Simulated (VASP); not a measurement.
# Ti (P-1) in VASP: single point with PBEsol

Aim: the single point of Ti with PBEsol.

Everything below comes from runs of VASP 6.6.1. Logs are shortened: lines on timing, memory, paths and dates and some standing lists are left out, and cuts for length are marked.

### Step 1. The cell of the first run

The typed cell holds 2 atoms: a = 2.900 Å, b = 2.900 Å, c = 4.591 Å, α = 90.00°, β = 90.00°, γ = 120.00°.

### Step 2. Single point, PBEsol (atoms moved at random)

Contents of INCAR:

```
SYSTEM = Ti
ALGO = Fast ; EDIFF = 1E-6
ENCUT = 520 ; GGA = PS
ISIF = 2 ; ISMEAR = 0
LASPH = .TRUE. ; LCHARG = .FALSE.
LREAL = .FALSE. ; LWAVE = .FALSE.
NBANDS = 19 ; NELM = 80
PREC = Accurate ; SIGMA = 0.15
```

Contents of KPOINTS:

```
k-points
0
G
  12 12 8
  0 0 0
```

Contents of POSCAR:

```
Ti
1.0
    2.9004352004      0.0000000000      0.0000000000
   -1.4502176002      2.5118505656      0.0000000000
    0.0000000000      0.0000000000      4.5909904469
Ti
2
Direct
    0.4792482490      0.6871975668      0.2076080673
    0.5207517510      0.3128024332      0.7923919327
```

Potentials or basis: VASP PAW PBE potentials, release 64 (Ti_sv).

Launch:

```
$ cat potpaw_PBE.64/Ti_sv/POTCAR > POTCAR
$ mpirun -np 1 vasp_std > vasp.out
```

OUTCAR:

```text
SYSTEM = Ti
   EDIFF = 1E-6
   ENCUT = 520
   GGA = PS
   ISIF = 2
   ISMEAR = 0
   LASPH = .TRUE.
   LREAL = .FALSE.
   NELM = 80
   PREC = Accurate

 ion  position               nearest neighbor table
   1  0.479  0.687  0.208-   2 2.23   2 2.59
   2  0.521  0.313  0.792-   1 2.23   1 2.59

  LATTYP: Found a hexagonal cell.
 ALAT       =     2.9004352004
 C/A-ratio  =     1.5828626153

  Lattice vectors:

 A1 = (   2.9004352004,   0.0000000000,   0.0000000000)
 A2 = (  -1.4502176002,   2.5118505656,   0.0000000000)
 A3 = (   0.0000000000,   0.0000000000,   4.5909904469)

Analysis of symmetry for initial positions (statically):
=====================================================================
 Subroutine PRICEL returns:
 Original cell was already a primitive cell.

 Routine SETGRP: Setting up the symmetry group for a
 hexagonal supercell.

 Subroutine GETGRP returns: Found  2 space group operations
 (whereof  2 operations were pure point group operations)
 out of a pool of 24 trial point group operations.

The static configuration has the point symmetry S_2 .

Analysis of symmetry for dynamics (positions and initial velocities):
=====================================================================
 Subroutine PRICEL returns:
 Original cell was already a primitive cell.

 Routine SETGRP: Setting up the symmetry group for a
 hexagonal supercell.

 Subroutine GETGRP returns: Found  2 space group operations
 (whereof  2 operations were pure point group operations)
 out of a pool of 24 trial point group operations.

The dynamic configuration has the point symmetry S_2 .

 Subroutine INISYM returns: Found  2 space group operations
 (whereof  2 operations are pure point group operations),
 and found     1 'primitive' translations

----------------------------------------------------------------------------------------

                                     Primitive cell

  volume of cell :      33.4475

  direct lattice vectors                    reciprocal lattice vectors
     2.900435200  0.000000000  0.000000000     0.344775846  0.199056427  0.000000000
    -1.450217600  2.511850566  0.000000000     0.000000000  0.398112855  0.000000000
     0.000000000  0.000000000  4.590990447     0.000000000  0.000000000  0.217817922

  length of vectors
     2.900435200  2.900435200  4.590990447     0.398112855  0.398112855  0.217817922

  position of ions in fractional coordinates (direct lattice)
     0.479248249  0.687197567  0.207608067
     0.520751751  0.312802433  0.792391933

  ion indices of the primitive-cell ions
   primitive index   ion index
                 1           1
                 2           2

----------------------------------------------------------------------------------------

 KPOINTS: k-points

Automatic generation of k-mesh.
 Grid dimensions read from file:
 generate k-points for:   12   12    8

 Generating k-lattice:

  Cartesian coordinates                     Fractional coordinates (reciprocal lattice)
     0.028731321  0.016588036  0.000000000     0.083333333  0.000000000  0.000000000
     0.000000000  0.033176071  0.000000000     0.000000000  0.083333333  0.000000000
     0.000000000  0.000000000  0.027227240     0.000000000  0.000000000  0.125000000

  Length of vectors
     0.033176071  0.033176071  0.027227240

  Shift w.r.t. Gamma in fractional coordinates (k-lattice)
     0.000000000  0.000000000  0.000000000

 Subroutine IBZKPT returns following result:
 ===========================================

 Found    580 irreducible k-points:

 Following reciprocal coordinates:
            Coordinates               Weight
  0.000000  0.000000  0.000000      1.000000
  0.083333  0.000000  0.000000      2.000000
  0.000000  0.083333  0.000000      2.000000
 -0.083333  0.083333  0.000000      2.000000
  0.166667  0.000000  0.000000      2.000000
  0.000000  0.166667  0.000000      2.000000
[... 16 lines left out ...]
  0.166667  0.083333  0.000000      2.000000
 -0.083333  0.250000  0.000000      2.000000
 [... further k-points ...]
   k-points           NKPTS =    580   k-points in BZ     NKDIM =    580   number of bands    NBANDS=     19
   number of dos      NEDOS =    301   number of ions     NIONS =      2
   total plane-waves  NPLWV =  20736
   dimension x,y,z NGX =    24 NGY =   24 NGZ =   36
   dimension x,y,z NGXF=    48 NGYF=   48 NGZF=   72
   ions per type =               2
   NGX,Y,Z   is equivalent  to a cutoff of  13.76, 13.76, 13.04 a.u.
   NGXF,Y,Z  is equivalent  to a cutoff of  27.51, 27.51, 26.07 a.u.
 SYSTEM =  Ti
   PREC   = accura    normal or accurate (medium, high low for compatibility)
   ISTART =      0    job   : 0-new  1-cont  2-samecut
   ICHARG =      2    charge: 1-file 2-atom 10-const
   ISPIN  =      1    spin polarized calculation?
   LNONCOLLINEAR =      F non collinear calculations
   LSORBIT =      F    spin-orbit coupling
   LASPH  =      T    aspherical Exc in radial PAW
   ENCUT  =  520.0 eV  38.22 Ry    6.18 a.u.   5.39  5.39  8.54*2*pi/ulx,y,z
   NELM   =     80;   NELMIN=  2; NELMDL= -5     # of ELM steps
   EDIFF  = 0.1E-05   stopping-criterion for ELM
   LREAL  =      F    real-space projection
   EDIFFG = 0.1E-04   stopping-criterion for IOM
   NSW    =      0    number of steps for IOM
   IBRION =     -1    ionic relax: 0-MD 1-quasi-New 2-CG
   NFREE  =      0    steps in history (QN), initial steepest desc. (CG)
   ISIF   =      2    stress and relaxation
   ISYM   =      2    0-nonsym 1-usesym 2-fastsym
   POTIM  = 0.5000    time-step for ionic-motion
   TEBEG  =    0.0;   TEEND  =   0.0 temperature during run
   PSTRESS=    0.0 pullay stress
   NELECT =      24.0000    total number of electrons
   NUPDOWN=      -1.0000    fix difference up-down
   EMIN   =  10.00;   EMAX   =-10.00  energy-range for DOS
   EFERMI =   0.00;   METHOD = LEGACY
   ISMEAR =     0;   SIGMA  =   0.15  broadening in eV -4-tet -1-fermi 0-gaus
   EFERMI_NEDOS =   21; number of points for ismear=-14 and -15
   IALGO  =     68    algorithm
   IMIX   =      4    mixing-type and parameters
     AMIX     =   0.40;   BMIX     =  1.00
     AMIX_MAG =   1.60;   BMIX_MAG =  1.00
  volume/ion in A,a.u.               =      16.72       112.86
  Fermi-wavevector in a.u.,A,eV,Ry     =   1.465629  2.769638 29.226255  2.148069
  Thomas-Fermi vector in A             =   2.581463
   LORBIT       =      0    0 simple, 1 ext, 2 COOP (PROOUT), +10 PAW based schemes
   GGA     = PS    functional components
   LHFCALC =     F    Hartree Fock is set to
   AEXX    =    0.0000 exact exchange contribution
   IVDW    =     0    specifies the selected vdW correction
   LEPSILON=     F    determine dielectric tensor
   LRPA    =     F    only Hartree local field effects (RPA)
 non-spin polarized calculation
 RMM-DIIS sequential band-by-band and
 Gauss-broadening in eV      SIGMA  =   0.15
  energy-cutoff  :      520.00
  volume of cell :       33.45
 maximum number of plane-waves:       929
 NGX is ok and might be reduce to    24
   NGX = 11   NGY = 11   NGZ = 17

 number of electron      23.9999999 magnetization

 Free energy of the ion-electron system (eV)
  ---------------------------------------------------
  ext. energy  EPLUGINS =         0.00000000
  ---------------------------------------------------
  free energy    TOTEN  =       -16.07937621 eV

  energy without entropy =      -16.04963621  energy(sigma->0) =      -16.06450621

 E-fermi :   8.3450     XC(G=0): -11.7199

 val. band max:        8.3431498170   @ k =  -0.2500   0.5000   0.1250
 cond. band min:       8.3465249004   @ k =   0.1667   0.5000   0.1250
 fundamental gap:      0.0033750834
 Fermi energy:         8.3450277908

 k-point     1 :       0.0000    0.0000    0.0000
  band No.  band energies     occupation
      1     -48.0195      2.00000
      2     -47.5681      2.00000
      3     -25.0764      2.00000
      4     -24.0267      2.00000
      5     -23.9235      2.00000
      6     -23.7659      2.00000
[... 11 lines left out ...]
     18      11.3615      0.00000
     19      12.0400      0.00000

 k-point     2 :       0.0833    0.0000    0.0000
  band No.  band energies     occupation
      1     -48.0126      2.00000
      2     -47.5635      2.00000
      3     -25.0687      2.00000
      4     -24.0357      2.00000
      5     -23.9672      2.00000
      6     -23.7813      2.00000
[... 11 lines left out ...]
     18      11.9638      0.00000
     19      12.0694      0.00000

 k-point     3 :       0.0000    0.0833    0.0000
  band No.  band energies     occupation
      1     -48.0091      2.00000
      2     -47.5670      2.00000
      3     -25.0673      2.00000
      4     -24.0730      2.00000
      5     -23.9385      2.00000
      6     -23.7748      2.00000
[... 11 lines left out ...]
     18      11.3003      0.00000
     19      11.9584      0.00000

 k-point     4 :      -0.0833    0.0833    0.0000
  band No.  band energies     occupation
      1     -48.0089      2.00000
      2     -47.5672      2.00000
      3     -25.0673      2.00000
      4     -24.0726      2.00000
      5     -23.9385      2.00000
      6     -23.7751      2.00000
[... 11 lines left out ...]
     18      11.2577      0.00000
     19      12.0167      0.00000

 k-point     5 :       0.1667    0.0000    0.0000
  band No.  band energies     occupation
      1     -47.9937      2.00000
      2     -47.5511      2.00000
      3     -25.0481      2.00000
      4     -24.0978      2.00000
      5     -24.0472      2.00000
      6     -23.8484      2.00000
[... 11 lines left out ...]
     18      11.9925      0.00000
     19      13.0747      0.00000
[... 334 lines left out ...]
      2     -47.5689      2.00000
      3     -25.0511      2.00000
      4     -24.1736      2.00000
      5     -23.9404      2.00000
      6     -23.8076      2.00000
[... 11 lines left out ...]
     18      11.0231      0.00000
     19      11.8413      0.00000

 k-point    22 :      -0.1667    0.0833    0.0000
  band No.  band energies     occupation
      1     -47.9957      2.00000
      2     -47.5589      2.00000
      3     -25.0536      2.00000
      4     -24.0951      2.00000
      5     -24.0189      2.00000
      6     -23.7979      2.00000
[... 11 lines left out ...]
     18      11.8019      0.00000
     19      12.0763      0.00000

 k-point    23 :       0.1667    0.0833    0.0000
  band No.  band energies     occupation
      1     -47.9740      2.00000
      2     -47.5435      2.00000
      3     -25.0295      2.00000
      4     -24.1853      2.00000
      5     -24.1028      2.00000
      6     -23.8860      2.00000
[... 11 lines left out ...]
     18      11.8151      0.00000
     19      12.5339      0.00000

 k-point    24 :      -0.0833    0.2500    0.0000
  band No.  band energies     occupation
      1     -47.9476      2.00000
      2     -47.5694      2.00000
      3     -25.0303      2.00000
      4     -24.3023      2.00000
      5     -23.9749      2.00000
      6     -23.8610      2.00000
[... 11 lines left out ...]
     18      11.3495      0.00000
     19      11.6082      0.00000

 [... further k-points ...]

------------------------ aborting loop because EDIFF is reached ----------------------------------------

  FORCE on cell =-STRESS in cart. coord.  units (eV):
  Direction    XX          YY          ZZ          XY          YZ          ZX
  --------------------------------------------------------------------------------------
  -------------------------------------------------------------------------------------
  Total       -0.1057208      0.3343230      1.2934020     -0.7640602      0.3995455     -0.4041985
  in kB       -5.0641641     16.0145027     61.9556245    -36.5994721     19.1387461    -19.3616287
  external PRESSURE =      24.3019877 kB  Pullay stress =       0.0000000 kB

 VOLUME and BASIS-vectors are now :
 -----------------------------------------------------------------------------
  energy-cutoff  :      520.00
  volume of cell :       33.45
      direct lattice vectors                 reciprocal lattice vectors
     2.900435200  0.000000000  0.000000000     0.344775846  0.199056427  0.000000000
    -1.450217600  2.511850566  0.000000000     0.000000000  0.398112855  0.000000000
     0.000000000  0.000000000  4.590990447     0.000000000  0.000000000  0.217817922

 POSITION                                       TOTAL-FORCE (eV/Angst)
 -----------------------------------------------------------------------------------
      0.39344      1.72614      0.95313        -0.297463      0.204168      2.275416
      1.05678      0.78571      3.63786         0.297463     -0.204168     -2.275416
 -----------------------------------------------------------------------------------
    total drift:                                0.000000     -0.000000     -0.000000

  FREE ENERGIE OF THE ION-ELECTRON SYSTEM (eV)
  ---------------------------------------------------
  free  energy   TOTEN  =       -16.0793762148 eV

  energy  without entropy=      -16.0496362122  energy(sigma->0) =      -16.06450621
```

Wall time 13 min (1 thread of Intel Xeon Platinum 8488C (Sapphire Rapids), shared host); peak memory 0.4 GiB.

Results:

```yaml
Free_energy: -16.0794 eV
Pressure: 2.4 GPa
Largest_force: 2.304 eV/Å
Band_gap_on_the_k_mesh: zero (bands 12 and 13 overlap by 1.26 eV)
```

Forces on the atoms (eV/Å):
```
Ti  -0.297  0.204  2.275
Ti   0.297 -0.204 -2.275
```

Caveat: the cell differs from its parent crystal (atoms moved at random); the PAW data sets were made with another functional, which shifts forces and pressure a little.
